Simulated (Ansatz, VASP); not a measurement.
# One calculation of Pt, two programs

```
Pt
1.0
    -1.56838    1.58422    1.58422
     1.56838   -1.58422    1.58422
     1.56838    1.58422   -1.58422
Pt
1
Cartesian
  0.0000 0.0000 0.0000
```

Change from the starting cell: strain -0.0100 x Voigt [1, 0, 0, 0, 0, 0], atoms carried along.

Alike in both runs: task single point; functional PBEsol; k mesh 22 × 22 × 22; occupations gaussian, width 0.15 eV; no spin polarisation.

|  | VASP | Ansatz |
| --- | --- | --- |
| version | VASP 6.6.1 | Ansatz 0.2.0 |
| potentials or method | VASP PAW PBE potentials, release 64 (Pt), cutoff 520 eV | scalar-relativistic, plane waves, PAW |
| valence electrons in the cell | 10 | 18 |

|  | VASP | Ansatz | Ansatz less VASP |
| --- | --- | --- | --- |
| gap on the k mesh at the Fermi level (eV) | none | none | - |
| pressure (GPa) | -9.1 | -8.7 | +0.35 |
| traceless stress, the component that is largest in VASP (GPa) | -0.70 | -0.70 | 0.000 |

VASP's potentials were made for PBE, not for PBEsol. A gap of «none» marks a metal or a gap that the smearing closes. VASP's potentials hold 10 valence electrons a cell and Ansatz's 18, so a difference there can come from the potentials and not from the codes.

Spin-orbit coupling is off throughout.
